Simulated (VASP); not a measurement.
# GaCo (Fm-3m) in VASP: a series of runs

The runs below take GaCo through single point, relaxation of cell and atoms, with PBE.

Program: VASP 6.6.1. These are calculated values, not measurements. Logs are shortened: lines on timing, memory, paths and dates and some standing lists are left out, and cuts for length are marked.

### 1 The cell of the first run

Symmetry: Fm-3m, No. 225, cubic system. The conventional cell has a = 4.801 Å, b = 4.801 Å, c = 4.801 Å, α = 90.00°, β = 90.00°, γ = 90.00°. Ga (site symmetry m-3m) has 6 Co at 2.40 Å within 3.2 Å. Within 3.2 Å of Co (site symmetry m-3m) lie 6 Ga at 2.40 Å.

### 2 Single point, PBE

The input, INCAR:

```
PREC = Accurate
ENCUT = 520
EDIFF = 1E-6
ISMEAR = 0
SIGMA = 0.1
LREAL = False
LASPH = True
NELM = 80
ALGO = Normal
ISIF = 2
LWAVE = False
LCHARG = False
GGA = PE
NBANDS = 18
```

The input, KPOINTS:

```
Automatic mesh
0
Gamma
  6 6 6
```

The input, POSCAR:

```
GaCo
1.0
    0.0000000000      2.4005333050      2.4005333050
    2.4005333050      0.0000000000      2.4005333050
    2.4005333050      2.4005333050      0.0000000000
Ga Co
1 1
Direct
    0.0000000000      0.0000000000      0.0000000000
    0.5000000000      0.5000000000      0.5000000000
```

Potentials or basis: VASP PAW PBE potentials, release 64 (Ga_d, Co).

The run is started by

```
> cat potpaw_PBE.64/Ga_d/POTCAR potpaw_PBE.64/Co/POTCAR > POTCAR
> mpirun -np 1 vasp_std > vasp.out
```

OUTCAR:

```text
PREC = Accurate
   ENCUT = 520
   EDIFF = 1E-6
   ISMEAR = 0
   LREAL = False
   LASPH = True
   NELM = 80
   ISIF = 2
   GGA = PE

 ion  position               nearest neighbor table
   1  0.000  0.000  0.000-   2 2.40   2 2.40   2 2.40   2 2.40   2 2.40   2 2.40
   2  0.500  0.500  0.500-   1 2.40   1 2.40   1 2.40   1 2.40   1 2.40   1 2.40

  LATTYP: Found a face centered cubic cell.
 ALAT       =     4.8010666100

  Lattice vectors:

 A1 = (   0.0000000000,   2.4005333050,   2.4005333050)
 A2 = (   2.4005333050,   0.0000000000,   2.4005333050)
 A3 = (   2.4005333050,   2.4005333050,   0.0000000000)

Analysis of symmetry for initial positions (statically):
=====================================================================
 Subroutine PRICEL returns:
 Original cell was already a primitive cell.

 Routine SETGRP: Setting up the symmetry group for a
 face centered cubic supercell.

 Subroutine GETGRP returns: Found 48 space group operations
[... 9 lines left out ...]

 Routine SETGRP: Setting up the symmetry group for a
 face centered cubic supercell.

 Subroutine GETGRP returns: Found 48 space group operations
[... 11 lines left out ...]
                                     Primitive cell

  volume of cell :      27.6664

  direct lattice vectors                    reciprocal lattice vectors
     0.000000000  2.400533305  2.400533305    -0.208287050  0.208287050  0.208287050
     2.400533305  0.000000000  2.400533305     0.208287050 -0.208287050  0.208287050
     2.400533305  2.400533305  0.000000000     0.208287050  0.208287050 -0.208287050

  length of vectors
     3.394866757  3.394866757  3.394866757     0.360763753  0.360763753  0.360763753

  position of ions in fractional coordinates (direct lattice)
     0.000000000  0.000000000  0.000000000
     0.500000000  0.500000000  0.500000000

  ion indices of the primitive-cell ions
   primitive index   ion index
                 1           1
                 2           2

----------------------------------------------------------------------------------------

 KPOINTS: Automatic mesh

Automatic generation of k-mesh.
 Grid dimensions read from file:
 generate k-points for:    6    6    6

 Generating k-lattice:

  Cartesian coordinates                     Fractional coordinates (reciprocal lattice)
    -0.034714508  0.034714508  0.034714508     0.166666667  0.000000000  0.000000000
     0.034714508 -0.034714508  0.034714508     0.000000000  0.166666667  0.000000000
     0.034714508  0.034714508 -0.034714508     0.000000000  0.000000000  0.166666667

  Length of vectors
     0.060127292  0.060127292  0.060127292

  Shift w.r.t. Gamma in fractional coordinates (k-lattice)
     0.000000000  0.000000000  0.000000000

 Subroutine IBZKPT returns following result:
 ===========================================

 Found     16 irreducible k-points:

 Following reciprocal coordinates:
            Coordinates               Weight
  0.000000  0.000000  0.000000      1.000000
  0.166667  0.000000  0.000000      8.000000
  0.333333  0.000000  0.000000      8.000000
  0.500000  0.000000  0.000000      4.000000
  0.166667  0.166667  0.000000      6.000000
  0.333333  0.166667  0.000000     24.000000
[... 8 lines left out ...]
 -0.333333  0.333333  0.166667     24.000000
 -0.333333  0.500000  0.166667     12.000000
   k-points           NKPTS =     16   k-points in BZ     NKDIM =     16   number of bands    NBANDS=     18
   number of dos      NEDOS =    301   number of ions     NIONS =      2
   total plane-waves  NPLWV =  21952
   dimension x,y,z NGX =    28 NGY =   28 NGZ =   28
   dimension x,y,z NGXF=    56 NGYF=   56 NGZF=   56
   ions per type =               1   1
   NGX,Y,Z   is equivalent  to a cutoff of  13.71, 13.71, 13.71 a.u.
   NGXF,Y,Z  is equivalent  to a cutoff of  27.42, 27.42, 27.42 a.u.
 SYSTEM =  unknown system
   PREC   = accura    normal or accurate (medium, high low for compatibility)
   ISTART =      0    job   : 0-new  1-cont  2-samecut
   ICHARG =      2    charge: 1-file 2-atom 10-const
   ISPIN  =      1    spin polarized calculation?
   LNONCOLLINEAR =      F non collinear calculations
   LSORBIT =      F    spin-orbit coupling
   LASPH  =      T    aspherical Exc in radial PAW
   ENCUT  =  520.0 eV  38.22 Ry    6.18 a.u.   6.31  6.31  6.31*2*pi/ulx,y,z
   NELM   =     80;   NELMIN=  2; NELMDL= -5     # of ELM steps
   EDIFF  = 0.1E-05   stopping-criterion for ELM
   LREAL  =      F    real-space projection
   EDIFFG = 0.1E-04   stopping-criterion for IOM
   NSW    =      0    number of steps for IOM
   IBRION =     -1    ionic relax: 0-MD 1-quasi-New 2-CG
   NFREE  =      0    steps in history (QN), initial steepest desc. (CG)
   ISIF   =      2    stress and relaxation
   ISYM   =      2    0-nonsym 1-usesym 2-fastsym
   POTIM  = 0.5000    time-step for ionic-motion
   TEBEG  =    0.0;   TEEND  =   0.0 temperature during run
   PSTRESS=    0.0 pullay stress
   NELECT =      22.0000    total number of electrons
   NUPDOWN=      -1.0000    fix difference up-down
   EMIN   =  10.00;   EMAX   =-10.00  energy-range for DOS
   EFERMI =   0.00;   METHOD = LEGACY
   ISMEAR =     0;   SIGMA  =   0.10  broadening in eV -4-tet -1-fermi 0-gaus
   EFERMI_NEDOS =   21; number of points for ismear=-14 and -15
   IALGO  =     38    algorithm
   IMIX   =      4    mixing-type and parameters
     AMIX     =   0.40;   BMIX     =  1.00
     AMIX_MAG =   1.60;   BMIX_MAG =  1.00
  volume/ion in A,a.u.               =      13.83        93.35
  Fermi-wavevector in a.u.,A,eV,Ry     =   1.516694  2.866136 31.298310  2.300361
  Thomas-Fermi vector in A             =   2.626049
   LORBIT       =      0    0 simple, 1 ext, 2 COOP (PROOUT), +10 PAW based schemes
   GGA     = PE    functional components
   LHFCALC =     F    Hartree Fock is set to
   AEXX    =    0.0000 exact exchange contribution
   IVDW    =     0    specifies the selected vdW correction
   LEPSILON=     F    determine dielectric tensor
   LRPA    =     F    only Hartree local field effects (RPA)
 non-spin polarized calculation
 Gauss-broadening in eV      SIGMA  =   0.10
  energy-cutoff  :      520.00
  volume of cell :       27.67
 maximum number of plane-waves:       754
 NGX is ok and might be reduce to    28
   NGX = 13   NGY = 13   NGZ = 13

 number of electron      22.0000000 magnetization

 Free energy of the ion-electron system (eV)
  ---------------------------------------------------
  ext. energy  EPLUGINS =         0.00000000
  ---------------------------------------------------
  free energy    TOTEN  =        -9.49205498 eV

  energy without entropy =       -9.48298776  energy(sigma->0) =       -9.48752137

 E-fermi :   7.6271     XC(G=0): -12.2470

 val. band max:        7.6037054643   @ k =  -0.3333   0.5000   0.1667
 cond. band min:       7.6926075489   @ k =  -0.3333   0.3333   0.1667
 fundamental gap:      0.0889020846
 Fermi energy:         7.6270998305

 k-point     1 :       0.0000    0.0000    0.0000
  band No.  band energies     occupation
      1      -7.0042      2.00000
      2      -7.0042      2.00000
      3      -6.9436      2.00000
      4      -6.9436      2.00000
      5      -6.9436      2.00000
      6      -2.9389      2.00000
[... 10 lines left out ...]
     17      20.9745      0.00000
     18      20.9745      0.00000

 k-point     2 :       0.1667    0.0000    0.0000
  band No.  band energies     occupation
      1      -6.9946      2.00000
      2      -6.9946      2.00000
      3      -6.9424      2.00000
      4      -6.9226      2.00000
      5      -6.9226      2.00000
      6      -2.3801      2.00000
[... 10 lines left out ...]
     17      20.7317      0.00000
     18      21.8427      0.00000

 k-point     3 :       0.3333    0.0000    0.0000
  band No.  band energies     occupation
      1      -6.9824      2.00000
      2      -6.9824      2.00000
      3      -6.9434      2.00000
      4      -6.8727      2.00000
      5      -6.8727      2.00000
      6      -0.7383      2.00000
[... 10 lines left out ...]
     17      18.2732      0.00000
     18      21.4088      0.00000

 k-point     4 :       0.5000    0.0000    0.0000
  band No.  band energies     occupation
      1      -6.9779      2.00000
      2      -6.9779      2.00000
      3      -6.9452      2.00000
      4      -6.8457      2.00000
      5      -6.8457      2.00000
      6       1.4158      2.00000
[... 10 lines left out ...]
     17      16.8186      0.00000
     18      21.2488      0.00000

 k-point     5 :       0.1667    0.1667    0.0000
  band No.  band energies     occupation
      1      -6.9961      2.00000
      2      -6.9905      2.00000
      3      -6.9620      2.00000
      4      -6.9087      2.00000
      5      -6.9087      2.00000
      6      -2.1981      2.00000
[... 10 lines left out ...]
     17      22.5371      0.00000
     18      22.5371      0.00000

 k-point     6 :       0.3333    0.1667    0.0000
  band No.  band energies     occupation
      1      -6.9952      2.00000
      2      -6.9774      2.00000
      3      -6.9608      2.00000
      4      -6.8811      2.00000
      5      -6.8675      2.00000
      6      -0.9385      2.00000
[... 139 lines left out ...]
 k-point    13 :       0.5000    0.5000    0.0000
  band No.  band energies     occupation
      1      -7.0627      2.00000
      2      -7.0182      2.00000
      3      -6.9495      2.00000
      4      -6.8125      2.00000
      5      -6.8125      2.00000
      6       1.6855      2.00000
[... 10 lines left out ...]
     17      28.9710      0.00000
     18      28.9973      0.00000

 k-point    14 :       0.5000    0.3333    0.1667
  band No.  band energies     occupation
      1      -7.0102      2.00000
      2      -6.9603      2.00000
      3      -6.9546      2.00000
      4      -6.8667      2.00000
      5      -6.8450      2.00000
      6       0.5317      2.00000
[... 10 lines left out ...]
     17      20.0753      0.00000
     18      25.6116      0.00000

 k-point    15 :      -0.3333    0.3333    0.1667
  band No.  band energies     occupation
      1      -7.0184      2.00000
      2      -6.9537      2.00000
      3      -6.9153      2.00000
      4      -6.8989      2.00000
      5      -6.8276      2.00000
      6       1.9758      2.00000
[... 10 lines left out ...]
     17      22.6363      0.00000
     18      22.8531      0.00000

 k-point    16 :      -0.3333    0.5000    0.1667
  band No.  band energies     occupation
      1      -7.0400      2.00000
      2      -6.9664      2.00000
      3      -6.9466      2.00000
      4      -6.8635      2.00000
      5      -6.8124      2.00000
      6       2.0699      2.00000
[... 10 lines left out ...]
     17      23.5423      0.00000
     18      23.5910      0.00000

------------------------ aborting loop because EDIFF is reached ----------------------------------------

  FORCE on cell =-STRESS in cart. coord.  units (eV):
  Direction    XX          YY          ZZ          XY          YZ          ZX
  --------------------------------------------------------------------------------------
  -------------------------------------------------------------------------------------
  Total        0.0482106      0.0482106      0.0482106     -0.0000000      0.0000000     -0.0000000
  in kB        2.7918984      2.7918984      2.7918984     -0.0000000      0.0000000     -0.0000000
  external PRESSURE =       2.7918984 kB  Pullay stress =       0.0000000 kB

 VOLUME and BASIS-vectors are now :
 -----------------------------------------------------------------------------
  energy-cutoff  :      520.00
  volume of cell :       27.67
      direct lattice vectors                 reciprocal lattice vectors
     0.000000000  2.400533305  2.400533305    -0.208287050  0.208287050  0.208287050
     2.400533305  0.000000000  2.400533305     0.208287050 -0.208287050  0.208287050
     2.400533305  2.400533305  0.000000000     0.208287050  0.208287050 -0.208287050

 POSITION                                       TOTAL-FORCE (eV/Angst)
 -----------------------------------------------------------------------------------
      0.00000      0.00000      0.00000        -0.000000     -0.000000     -0.000000
      2.40053      2.40053      2.40053         0.000000      0.000000      0.000000
 -----------------------------------------------------------------------------------
    total drift:                                0.000000      0.000000      0.000000

  FREE ENERGIE OF THE ION-ELECTRON SYSTEM (eV)
  ---------------------------------------------------
  free  energy   TOTEN  =        -9.4920549795 eV

  energy  without entropy=       -9.4829877621  energy(sigma->0) =       -9.48752137
```

Wall time 6.7 s (1 thread of Intel Xeon Platinum 8488C (Sapphire Rapids), shared host); peak memory 0.15 GiB.

What came out:

| Item | Value |
| --- | --- |
| Free energy | -9.4921 eV |
| Pressure | 0.3 GPa |
| Band gap on the k mesh | 0.09 eV, indirect (least direct gap 0.20 eV) |

### 3 Relaxation of cell and atoms, PBE

This run uses another cell than the first one, of 11.64 Å³/atom, 0.842 times its volume.

The input, INCAR:

```
  PREC = Accurate
  ENCUT = 600
  EDIFF = 1E-7
  ISMEAR = 0
  SIGMA = 0.1
  LREAL = F
  LASPH = T
  NELM = 60
  ALGO = Normal
  ISIF = 3
  LWAVE = F
  LCHARG = F
  GGA = PE
  IBRION = 2
  NSW = 90
  EDIFFG = -0.04
```

The input, KPOINTS:

```
regular mesh
0
Gamma
  6 6 6
```

The input, POSCAR:

```
GaCo
1.0
    0.0000000000      2.2664224478      2.2664224478
    2.2664224478      0.0000000000      2.2664224478
    2.2664224478      2.2664224478      0.0000000000
Ga Co
1 1
Direct
    0.0000000000      0.0000000000      0.0000000000
    0.5000000000      0.5000000000      0.5000000000
```

Potentials or basis: VASP PAW PBE potentials, release 64 (Ga_d, Co).

The run is started by

```
> cat potpaw_PBE.64/Ga_d/POTCAR potpaw_PBE.64/Co/POTCAR > POTCAR
> mpirun -np 1 vasp_std > vasp.out
```

Wall time 20 s (1 thread of Intel Xeon Platinum 8488C (Sapphire Rapids), shared host); peak memory 0.16 GiB.

Results (log left out):

```
Free energy                            : -9.4903 eV
Relaxed volume                         : 13.90 Å³/atom
Relaxed cell                           : a = 3.400 Å, b = 3.400 Å, c = 3.400 Å, α = 60.00°, β = 60.00°, γ = 60.00°
Space group after relaxing (to 0.05 Å) : Fm-3m (No. 225)
Energy gained by relaxing              : 196.7 meV/atom
Ionic steps                            : 3
Pressure after relaxing                : -0.3 GPa
Band gap on the k mesh                 : 0.09 eV, indirect (least direct gap 0.20 eV)
```

The path:
| step | energy change (eV) | largest force (eV/Å) | pressure (GPa) | volume (Å³) |
| --- | --- | --- | --- | --- |
| 1 | 0.0000 | 0.0000 | 33.43 | 23.28 |
| 2 | -0.1559 | 0.0000 | -13.81 | 32.47 |
| 3 | -0.3933 | 0.0000 | -0.32 | 27.80 |

Final structure:
```
Ga Co
1.0
     0.00000    2.40448    2.40448
     2.40448    0.00000    2.40448
     2.40448    2.40448    0.00000
Ga Co
1 1
Cartesian
  0.0000 0.0000 0.0000
  2.4045 2.4045 2.4045
```

Levels at points of the mesh, in eV from the valence-band top:
| k point | band 8 | band 9 | band 10 | band 11 | band 12 | band 13 | band 14 | band 15 |
| --- | --- | --- | --- | --- | --- | --- | --- | --- |
| (0.00, 0.00, 0.00) | -1.14 | -1.14 | -0.86 | -0.86 | 6.78 | 6.78 | 6.78 | 11.84 |
| (0.50, 0.00, 0.00) | -1.96 | -1.96 | -0.54 | -0.54 | 0.12 | 8.29 | 8.29 | 9.18 |
| (0.50, 0.50, 0.00) | -1.90 | -0.59 | -0.35 | -0.35 | 1.12 | 1.81 | 1.81 | 6.22 |

Caveat: the volume moved by over 15 % at a fixed basis, so the end points are rough.
